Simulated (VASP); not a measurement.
Runs of VASP 6.6.1 on TiTe. It takes space group Pm-3m (No. 221, cubic). Conventional cell: a = 3.631 Å, b = 3.631 Å, c = 3.631 Å, α = 90.00°, β = 90.00°, γ = 90.00°. Within 4.1 Å of Ti (site symmetry m-3m) lie 8 Te at 3.14 Å and 6 Ti at 3.63 Å. Within 4.1 Å of Te (site symmetry m-3m) lie 8 Ti at 3.14 Å and 6 Te at 3.63 Å. 

```csv
spin,fixed moment (μB),gap on the mesh (eV),pressure (GPa),moment (μB)
collinear,-,none,-14.1,0.11
off,-,none,-14.1,-
collinear,1.5,-,-11.1,1.50
"collinear, zero start",0.0,-,-14.1,0.00
collinear,1.8,-,(a),1.80
```

Alike in all rows: task single point; level LDA+U; potentials or basis VASP PAW LDA potentials, release 64 (Ti_sv, Te); Ti d U = 3.0 eV; cell as given; k mesh 5 × 5 × 5; cutoff (eV) 500; smearing gaussian 0.05 eV.

**Question.** Fill in the values left out.

**Answer.** (a) -5.7.

Caveats: the cell stands under tension; spin-orbit coupling is left out, which moves the levels of the heavy elements; the U is typed as a test and isn't derived for this compound; the total moment is fixed, so each spin has its own Fermi level and the state may be an excited one (at least some runs); a moment this small can come from the mesh or the smearing (at least some runs); U without spin polarisation on a metal has little footing (at least some runs); the total moment is fixed, so each spin has its own Fermi level (at least some runs).

A k mesh can miss the band edges, and the runs leave out spin-orbit coupling on Te.

A gap of «none» marks levels without a gap at the run's occupations.
